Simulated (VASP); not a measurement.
Crystal: Ag.

```
CELL_PARAMETERS angstrom
2.90040 0.00000 0.00000
-1.45020 2.51182 0.00000
0.00000 0.00000 4.62566
ATOMIC_POSITIONS crystal
Ag 0.33333 0.66667 0.25000
Ag 0.66667 0.33333 0.75000
```

```yaml
Program: VASP 6.6.1
Task: relaxation of cell and atoms
Functional: PBEsol
Potentials_or_basis: VASP PAW PBE potentials, release 64 (Ag)
Cutoff: 600 eV
k_mesh: 18 × 18 × 10
Occupations: gaussian, width 0.1 eV
Spin: no spin polarisation
```

At the start: pressure -1.2 GPa; volume 16.85 Å³/atom.

Problem. Where does the relaxation end?

Solution. Over 5 steps the energy falls by 2.9 meV/atom and the volume is 16.66 Å³/atom (-1.1 %); space group P6_3/mmc (No. 194, to 0.05 Å).

Step by step:
| step | energy change (eV) | largest force (eV/Å) | pressure (GPa) | volume (Å³) |
| --- | --- | --- | --- | --- |
| 1 | 0.0000 | 0.0000 | -1.17 | 33.70 |
| 2 | -0.0041 | 0.0000 | 0.86 | 33.10 |
| 3 | -0.0041 | 0.0000 | 0.69 | 33.15 |
| 4 | -0.0058 | 0.0000 | 0.14 | 33.29 |
| 5 | -0.0058 | 0.0000 | 0.03 | 33.32 |

Final structure:
```
Ag
1.0
     2.86499    0.00000    0.00000
    -1.43250    2.48116    0.00000
     0.00000    0.00000    4.68789
Ag
2
Direct
  0.33333 0.66667 0.25000
  0.66667 0.33333 0.75000
```

Caveat: the PAW data sets were made with another functional, which shifts forces and pressure a little.
